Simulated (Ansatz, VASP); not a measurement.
**In in VASP and in Ansatz**

Contents of INCAR:

```
SYSTEM = In
ALGO = Fast
EDIFF = 1E-6
ENCUT = 520
GGA = CA
ISIF = 2
ISMEAR = 0
LASPH = .True.
LCHARG = .True.
LELF = .True.
LREAL = .False.
LVHAR = .True.
LWAVE = .False.
NBANDS = 12
NELM = 60
PREC = Accurate
SIGMA = 0.15
```

File KPOINTS:

```
k-points
0
Gamma
  22 22 22
  0 0 0
```

File POSCAR:

```
In
1.0
   -1.5965213618      1.5965213618      2.4083524743
    1.5965213618     -1.5965213618      2.4083524743
    1.5965213618      1.5965213618     -2.4083524743
In
1
Direct
    0.0000000000      0.0000000000      0.0000000000
```

Input for Ansatz:

```yaml
crystal:
  lattice:
    - [-1.5965213618, 1.5965213618, 2.4083524743]
    - [1.5965213618, -1.5965213618, 2.4083524743]
    - [1.5965213618, 1.5965213618, -2.4083524743]
  atoms:
    - { symbol: In, position: [0.0, 0.0, 0.0] }
basis:
  ecutwfc: 420
kpoints:
  mp_grid: { grid: [22, 22, 22] }
hamiltonian:
  xc: lda
  pseudopotentials: { kind: paw }
scf:
  occupations: { method: gaussian, width: 0.15 }
output:
  forces: true
  stress: true
  eigenvalues: true
```

Alike in both runs: task single point; functional LDA; k mesh 22 × 22 × 22; occupations gaussian, width 0.15 eV; no spin polarisation.

|  | VASP | Ansatz |
| --- | --- | --- |
| version | VASP 6.6.1 | Ansatz 0.2.0 |
| potentials or method | VASP PAW LDA potentials, release 64 (In_d), cutoff 520 eV | scalar-relativistic, plane waves, PAW |
| valence electrons in the cell | 13 | 13 |

VASP gave:

- gap on the k mesh at the Fermi level (eV): none
- pressure (GPa): 0.2
- traceless stress, the component that is largest in VASP (GPa): 0.09

**Question.** Which values does Ansatz return?

**Answer.** gap on the k mesh at the Fermi level (eV): none; pressure (GPa): 0.1; traceless stress, the component that is largest in VASP (GPa): 0.10.

LDA's correlation is that of Perdew and Zunger in VASP and of Perdew and Wang (1992) in Ansatz. A gap of «none» marks a metal or a gap that the smearing closes.
